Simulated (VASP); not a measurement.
# Re (Cmcm) in VASP: single point with LDA

Aim: the single point of Re with LDA.

Everything below comes from runs of VASP 6.6.1. Logs are shortened: lines on timing, memory, paths and dates and some standing lists are left out, and cuts for length are marked.

### 1 The cell of the first run

The structure is orthorhombic, space group Cmcm (No. 63). Conventional cell: a = 2.848 Å, b = 4.646 Å, c = 4.474 Å, α = 90.00°, β = 90.00°, γ = 90.00°. Re (site symmetry m2m) has 12 Re at 2.72 to 2.85 Å within 3.6 Å.

### 2 Single point, LDA (strain +0.0300 x Voigt [1, -1, 0, 0, 0, 0])

INCAR reads:

```
SYSTEM = Re
PREC = Accurate
ENCUT = 520
EDIFF = 1E-7
ISMEAR = 0
SIGMA = 0.15
LREAL = .False.
LASPH = .True.
NELM = 60
ALGO = Fast
ISIF = 2
LWAVE = .False.
LCHARG = .True.
GGA = CA
LELF = .True.
LVHAR = .True.
NBANDS = 14
```

KPOINTS reads:

```
regular mesh
0
Gamma
  21 21 12
  0 0 0
```

POSCAR reads:

```
Re
1.0
    2.8482964699      0.0000000000      0.0000000000
   -1.4241482350      2.3230060072      0.0000000000
    0.0000000000      0.0000000000      4.4735766300
Re
2
Direct
    0.3333333333      0.6666666667      0.2500000000
    0.6666666667      0.3333333333      0.7500000000
```

Potentials or basis: VASP PAW LDA potentials, release 64 (Re).

Command:

```sh
$ cat potpaw_LDA.64/Re/POTCAR > POTCAR
$ mpirun -np 1 vasp_std > vasp.out
```

OUTCAR:

```text
SYSTEM = Re
   PREC = Accurate
   ENCUT = 520
   EDIFF = 1E-7
   ISMEAR = 0
   LREAL = .False.
   LASPH = .True.
   NELM = 60
   ISIF = 2
   GGA = CA

 ion  position               nearest neighbor table
   1  0.333  0.667  0.250-   2 2.72   2 2.72   2 2.76   2 2.76   2 2.76   2 2.76
   2  0.667  0.333  0.750-   1 2.72   1 2.72   1 2.76   1 2.76   1 2.76   1 2.76

  Warning from LATTYP: Monoclinic adjustment (A1->A3, A2->A1, A3->A2)!
  LATTYP: Found a base centered orthorhombic cell.
 ALAT       =     2.8482964699
 B/A-ratio  =     1.6311546440
 C/A-ratio  =     1.5706148139

  Lattice vectors:

 A1 = (   1.4241482350,  -2.3230060072,   0.0000000000)
 A2 = (   1.4241482349,   2.3230060072,   0.0000000000)
 A3 = (   0.0000000000,   0.0000000000,   4.4735766300)

Analysis of symmetry for initial positions (statically):
=====================================================================
 Subroutine PRICEL returns:
 Original cell was already a primitive cell.

 Routine SETGRP: Setting up the symmetry group for a
 base centered orthorhombic supercell.

 Subroutine GETGRP returns: Found  8 space group operations
 (whereof  4 operations were pure point group operations)
 out of a pool of  8 trial point group operations.

The static configuration has the point symmetry C_2h.
 The point group associated with its full space group is D_2h.

Analysis of symmetry for dynamics (positions and initial velocities):
=====================================================================
 Subroutine PRICEL returns:
 Original cell was already a primitive cell.

 Routine SETGRP: Setting up the symmetry group for a
 base centered orthorhombic supercell.

 Subroutine GETGRP returns: Found  8 space group operations
 (whereof  4 operations were pure point group operations)
 out of a pool of  8 trial point group operations.

The dynamic configuration has the point symmetry C_2h.
 The point group associated with its full space group is D_2h.

 Subroutine INISYM returns: Found  8 space group operations
 (whereof  4 operations are pure point group operations),
 and found     1 'primitive' translations

----------------------------------------------------------------------------------------

                                     Primitive cell

  volume of cell :      29.5999

  direct lattice vectors                    reciprocal lattice vectors
     2.848296470  0.000000000  0.000000000     0.351087048  0.215238359  0.000000000
    -1.424148235  2.323006007  0.000000000     0.000000000  0.430476717  0.000000000
     0.000000000  0.000000000  4.473576630     0.000000000  0.000000000  0.223534787

  length of vectors
     2.848296470  2.724803682  4.473576630     0.411812659  0.430476717  0.223534787

  position of ions in fractional coordinates (direct lattice)
     0.333333333  0.666666667  0.250000000
     0.666666667  0.333333333  0.750000000

  ion indices of the primitive-cell ions
   primitive index   ion index
                 1           1
                 2           2

----------------------------------------------------------------------------------------

 KPOINTS: regular mesh

Automatic generation of k-mesh.
 Grid dimensions read from file:
 generate k-points for:   21   21   12

 Generating k-lattice:

  Cartesian coordinates                     Fractional coordinates (reciprocal lattice)
     0.016718431  0.010249446  0.000000000     0.047619048  0.000000000  0.000000000
     0.000000000  0.020498891  0.000000000     0.000000000  0.047619048  0.000000000
     0.000000000  0.000000000  0.018627899     0.000000000  0.000000000  0.083333333

  Length of vectors
     0.019610127  0.020498891  0.018627899

  Shift w.r.t. Gamma in fractional coordinates (k-lattice)
     0.000000000  0.000000000  0.000000000

 Subroutine IBZKPT returns following result:
 ===========================================

 Found    847 irreducible k-points:

 Following reciprocal coordinates:
            Coordinates               Weight
  0.000000  0.000000  0.000000      1.000000
  0.047619  0.000000  0.000000      4.000000
  0.095238  0.000000  0.000000      4.000000
  0.142857 -0.000000  0.000000      4.000000
  0.190476  0.000000  0.000000      4.000000
  0.238095 -0.000000  0.000000      4.000000
[... 16 lines left out ...]
 -0.476190  0.047619  0.000000      4.000000
 -0.428571  0.047619  0.000000      4.000000
 [... further k-points ...]
   k-points           NKPTS =    847   k-points in BZ     NKDIM =    847   number of bands    NBANDS=     14
   number of dos      NEDOS =    301   number of ions     NIONS =      2
   total plane-waves  NPLWV =  17280
   dimension x,y,z NGX =    24 NGY =   20 NGZ =   36
   dimension x,y,z NGXF=    48 NGYF=   40 NGZF=   72
   ions per type =               2
   NGX,Y,Z   is equivalent  to a cutoff of  14.01, 12.20, 13.38 a.u.
   NGXF,Y,Z  is equivalent  to a cutoff of  28.02, 24.40, 26.76 a.u.
 SYSTEM =  Re
   PREC   = accura    normal or accurate (medium, high low for compatibility)
   ISTART =      0    job   : 0-new  1-cont  2-samecut
   ICHARG =      2    charge: 1-file 2-atom 10-const
   ISPIN  =      1    spin polarized calculation?
   LNONCOLLINEAR =      F non collinear calculations
   LSORBIT =      F    spin-orbit coupling
   LASPH  =      T    aspherical Exc in radial PAW
   ENCUT  =  520.0 eV  38.22 Ry    6.18 a.u.   5.30  5.07  8.32*2*pi/ulx,y,z
   NELM   =     60;   NELMIN=  2; NELMDL= -5     # of ELM steps
   EDIFF  = 0.1E-06   stopping-criterion for ELM
   LREAL  =      F    real-space projection
   EDIFFG = 0.1E-05   stopping-criterion for IOM
   NSW    =      0    number of steps for IOM
   IBRION =     -1    ionic relax: 0-MD 1-quasi-New 2-CG
   NFREE  =      0    steps in history (QN), initial steepest desc. (CG)
   ISIF   =      2    stress and relaxation
   ISYM   =      2    0-nonsym 1-usesym 2-fastsym
   POTIM  = 0.5000    time-step for ionic-motion
   TEBEG  =    0.0;   TEEND  =   0.0 temperature during run
   PSTRESS=    0.0 pullay stress
   NELECT =      14.0000    total number of electrons
   NUPDOWN=      -1.0000    fix difference up-down
   EMIN   =  10.00;   EMAX   =-10.00  energy-range for DOS
   EFERMI =   0.00;   METHOD = LEGACY
   ISMEAR =     0;   SIGMA  =   0.15  broadening in eV -4-tet -1-fermi 0-gaus
   EFERMI_NEDOS =   21; number of points for ismear=-14 and -15
   IALGO  =     68    algorithm
   IMIX   =      4    mixing-type and parameters
     AMIX     =   0.40;   BMIX     =  1.00
     AMIX_MAG =   1.60;   BMIX_MAG =  1.00
  volume/ion in A,a.u.               =      14.80        99.88
  Fermi-wavevector in a.u.,A,eV,Ry     =   1.275520  2.410384 22.136026  1.626952
  Thomas-Fermi vector in A             =   2.408228
   LORBIT       =      0    0 simple, 1 ext, 2 COOP (PROOUT), +10 PAW based schemes
   GGA     = CA    functional components
   LHFCALC =     F    Hartree Fock is set to
   AEXX    =    0.0000 exact exchange contribution
   IVDW    =     0    specifies the selected vdW correction
   LEPSILON=     F    determine dielectric tensor
   LRPA    =     F    only Hartree local field effects (RPA)
 non-spin polarized calculation
 RMM-DIIS sequential band-by-band and
 Gauss-broadening in eV      SIGMA  =   0.15
  energy-cutoff  :      520.00
  volume of cell :       29.60
 maximum number of plane-waves:       828
 NGX is ok and might be reduce to    24
   NGX = 11   NGY = 11   NGZ = 17

 number of electron      14.0000001 magnetization

 Free energy of the ion-electron system (eV)
  ---------------------------------------------------
  ext. energy  EPLUGINS =         0.00000000
  ---------------------------------------------------
  free energy    TOTEN  =       -27.45274740 eV

  energy without entropy =      -27.43262612  energy(sigma->0) =      -27.44268676

 E-fermi :   7.8010     XC(G=0): -13.8084

 val. band max:        7.7983060265   @ k =   0.0476   0.1429   0.0000
 cond. band min:       7.8011211251   @ k =   0.0476   0.0000   0.0833
 fundamental gap:      0.0028150985
 Fermi energy:         7.8009668974

 k-point     1 :       0.0000    0.0000    0.0000
  band No.  band energies     occupation
      1      -1.9779      2.00000
      2       1.2056      2.00000
      3       5.5264      2.00000
      4       6.1505      2.00000
      5       6.3969      2.00000
      6       6.8880      2.00000
      7       7.6530      1.83694
      8       7.7961      1.03696
      9       8.1285      0.00201
     10       8.4854      0.00000
     11      10.9081      0.00000
     12      11.2887      0.00000
     13      17.6956      0.00000
     14      22.0051      0.00000

 k-point     2 :       0.0476    0.0000    0.0000
  band No.  band energies     occupation
      1      -1.8876      2.00000
      2       1.2906      2.00000
      3       5.4350      2.00000
      4       6.2385      2.00000
      5       6.3894      2.00000
      6       6.9455      2.00000
      7       7.6753      1.76383
      8       7.6836      1.73144
      9       8.0035      0.05621
     10       8.2076      0.00013
     11      11.1585      0.00000
     12      11.5455      0.00000
     13      17.6872      0.00000
     14      22.1933      0.00000

 k-point     3 :       0.0952    0.0000    0.0000
  band No.  band energies     occupation
      1      -1.6223      2.00000
      2       1.5334      2.00000
      3       5.2129      2.00000
      4       6.2793      2.00000
      5       6.5356      2.00000
      6       7.0594      2.00000
      7       7.1199      2.00000
      8       7.7570      1.32155
      9       7.8106      0.92764
     10       7.9394      0.19172
     11      11.3377      0.00000
     12      12.4555      0.00000
     13      17.6484      0.00000
     14      22.7202      0.00000

 k-point     4 :       0.1429   -0.0000    0.0000
  band No.  band energies     occupation
      1      -1.1997      2.00000
      2       1.8916      2.00000
      3       4.9420      2.00000
      4       6.1394      2.00000
      5       6.2103      2.00000
      6       6.9181      2.00000
      7       7.4250      1.99961
      8       7.5415      1.98556
      9       7.6744      1.76738
     10       8.0860      0.00721
     11      11.5045      0.00000
     12      13.5739      0.00000
     13      17.5522      0.00000
     14      23.4268      0.00000

 k-point     5 :       0.1905    0.0000    0.0000
  band No.  band energies     occupation
      1      -0.6510      2.00000
      2       2.2709      2.00000
      3       4.7254      2.00000
      4       5.3793      2.00000
      5       5.9569      2.00000
      6       7.2697      2.00000
      7       7.4181      1.99969
      8       7.4285      1.99956
      9       7.8725      0.50034
     10       8.5162      0.00000
     11      11.6705      0.00000
[... 276 lines left out ...]
 k-point    22 :       0.4762    0.0476    0.0000
  band No.  band energies     occupation
      1       1.9438      2.00000
      2       2.0589      2.00000
      3       2.5864      2.00000
      4       5.9206      2.00000
      5       5.9444      2.00000
      6       6.4924      2.00000
      7       6.9720      2.00000
      8      11.4522      0.00000
      9      11.8267      0.00000
     10      12.0957      0.00000
     11      13.7635      0.00000
     12      14.9051      0.00000
     13      17.7917      0.00000
     14      19.9481      0.00000

 k-point    23 :      -0.4762    0.0476    0.0000
  band No.  band energies     occupation
      1       1.8998      2.00000
      2       2.0869      2.00000
      3       2.6643      2.00000
      4       5.8032      2.00000
      5       6.0377      2.00000
      6       6.4597      2.00000
      7       6.9313      2.00000
      8      11.3389      0.00000
      9      11.7407      0.00000
     10      12.0858      0.00000
     11      12.6277      0.00000
     12      15.9542      0.00000
     13      17.4065      0.00000
     14      20.1511      0.00000

 k-point    24 :      -0.4286    0.0476    0.0000
  band No.  band energies     occupation
      1       1.7475      2.00000
      2       2.1849      2.00000
      3       2.8801      2.00000
      4       5.5009      2.00000
      5       6.1833      2.00000
      6       6.4950      2.00000
      7       6.7464      2.00000
      8      10.9386      0.00000
      9      11.0992      0.00000
     10      11.5953      0.00000
     11      12.0580      0.00000
     12      16.9682      0.00000
     13      17.3598      0.00000
     14      19.4921      0.00000

 [... further k-points ...]

------------------------ aborting loop because EDIFF is reached ----------------------------------------

  FORCE on cell =-STRESS in cart. coord.  units (eV):
  Direction    XX          YY          ZZ          XY          YZ          ZX
  --------------------------------------------------------------------------------------
  -------------------------------------------------------------------------------------
  Total       -3.4581753      0.0810862     -2.2462904     -0.0000000      0.0000000      0.0000000
  in kB     -187.1833351      4.3890133   -121.5867024     -0.0000000      0.0000000      0.0000000
  external PRESSURE =    -101.4603414 kB  Pullay stress =       0.0000000 kB

 VOLUME and BASIS-vectors are now :
 -----------------------------------------------------------------------------
  energy-cutoff  :      520.00
  volume of cell :       29.60
      direct lattice vectors                 reciprocal lattice vectors
     2.848296470  0.000000000  0.000000000     0.351087048  0.215238359  0.000000000
    -1.424148235  2.323006007  0.000000000     0.000000000  0.430476717  0.000000000
     0.000000000  0.000000000  4.473576630     0.000000000  0.000000000  0.223534787

 POSITION                                       TOTAL-FORCE (eV/Angst)
 -----------------------------------------------------------------------------------
     -0.00000      1.54867      1.11839         0.000000     -0.165645     -0.000000
      1.42415      0.77434      3.35518        -0.000000      0.165645      0.000000
 -----------------------------------------------------------------------------------
    total drift:                               -0.000000      0.000000     -0.000000

  FREE ENERGIE OF THE ION-ELECTRON SYSTEM (eV)
  ---------------------------------------------------
  free  energy   TOTEN  =       -27.4527474022 eV

  energy  without entropy=      -27.4326261189  energy(sigma->0) =      -27.44268676
```

Run time: 6.6 min. Hardware: 1 thread of Intel Xeon Platinum 8375C at 2.90GHz (Ice Lake), shared host; peak memory 0.4 GiB.

Results:

```yaml
Free_energy: -27.4527 eV
Pressure: -10.1 GPa
Largest_force: 0.166 eV/Å
Band_gap_on_the_k_mesh: zero (bands 7 and 8 overlap by 3.01 eV)
```

Forces on the atoms (eV/Å):
```
Re   0.000 -0.166  0.000
Re   0.000  0.166  0.000
```

Stress tensor (GPa, compression positive):
```
-18.72   0.00   0.00
  0.00   0.44   0.00
  0.00   0.00 -12.16
```

Levels at points of the mesh, in eV from the Fermi level:
| k point | band 3 | band 4 | band 5 | band 6 | band 7 | band 8 | band 9 | band 10 | band 11 | band 12 |
| --- | --- | --- | --- | --- | --- | --- | --- | --- | --- | --- |
| (0.00, 0.00, 0.00) | -2.27 | -1.65 | -1.40 | -0.91 | -0.15 | 0.00 | 0.33 | 0.68 | 3.11 | 3.49 |
| (0.00, 0.00, 0.50) | -2.40 | -2.40 | -2.32 | -2.32 | -1.12 | -1.12 | 2.27 | 2.27 | 2.71 | 2.71 |

Caveat: the cell differs from its parent crystal (strain +0.0300 x Voigt [1, -1, 0, 0, 0, 0]); the stress differs along the axes, from -19 to 0 GPa; spin-orbit coupling is left out, which moves the levels of the heavy elements.
